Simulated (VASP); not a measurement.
Wanted: the native input for a VASP 6.6.1 run.

* Task: relaxation of the atoms
* Functional: PBE
* Potentials or basis: VASP PAW PBE potentials, release 64 (Si, Ag)
* Cutoff: 520 eV
* k mesh: 9 × 9 × 1
* Occupations: gaussian, width 0.05 eV
* Spin: collinear spin
* Starting moments: [0.0, 0.0, 0.0, 0.0, 1.0] μB
* Dipole correction: yes
* Atoms held fixed (from 0): [0, 1, 2, 3]
* Further INCAR settings: ALGO = Normal; EDIFF = 1e-06; IBRION = 2; EDIFFG = -0.025; NSW = 36
* Atoms held along some axes (from 0): atom 4 along a and b

The structure of Si4Ag lies in POSCAR:

```
Si4Ag
1.0
    3.8675355701      0.0000000000      0.0000000000
   -1.9337677851      3.3493840538      0.0000000000
    0.0000000000      0.0000000000     19.4372967090
Si Ag
4 1
Selective dynamics
Direct
    0.3333333333      0.6666666667      0.2057899336  F F F
    0.0000000000      0.0000000000      0.2464055298  F F F
    0.0000000000      0.0000000000      0.3748662321  F F F
    0.6666666667      0.3333333333      0.4083539408  F F F
    0.6666666667      0.3333333333      0.5400594983  F F T
```

The input as run:

INCAR

```
SYSTEM = Si4Ag
PREC = Accurate
ENCUT = 520
EDIFF = 1E-6
ISMEAR = 0
SIGMA = 0.05
LREAL = .False.
LASPH = .True.
NELM = 150
ALGO = Normal
ISIF = 2
LWAVE = .False.
LCHARG = .False.
ISPIN = 2
MAGMOM = 0 0 0 0 1
LORBIT = 11
LMAXMIX = 4
LDIPOL = .True.
IDIPOL = 3
DIPOL = 0.5 0.5 0.355
GGA = PE
IBRION = 2
NSW = 36
EDIFFG = -0.025
KPAR = 4
```

KPOINTS

```
Automatic mesh
0
Gamma
  9 9 1
  0 0 0
```

Potentials or basis: VASP PAW PBE potentials, release 64 (Si, Ag).

Launch:

```console
$ cat potpaw_PBE.64/Si/POTCAR potpaw_PBE.64/Ag/POTCAR > POTCAR
$ mpirun -np 4 vasp_std > vasp.out
```

Results of the run:

The energy gained by relaxing is 8.2 meV/atom. The ionic steps are 5, the net moment is 0.84 μB per cell and the site moments are Si +0.19, +0.01, +0.04 (each value once); Ag +0.03 μB. The valence electrons inside the program's atomic spheres are Si 1.64, 1.65, 1.67, 1.68; Ag 9.79.

Caveat: a moment this small can come from the mesh or the smearing.

It took 3 min on 4 MPI ranks on Intel(R) Xeon(R) 6975P-C (Granite Rapids) (shared host), peak memory 0.52 GiB a rank.
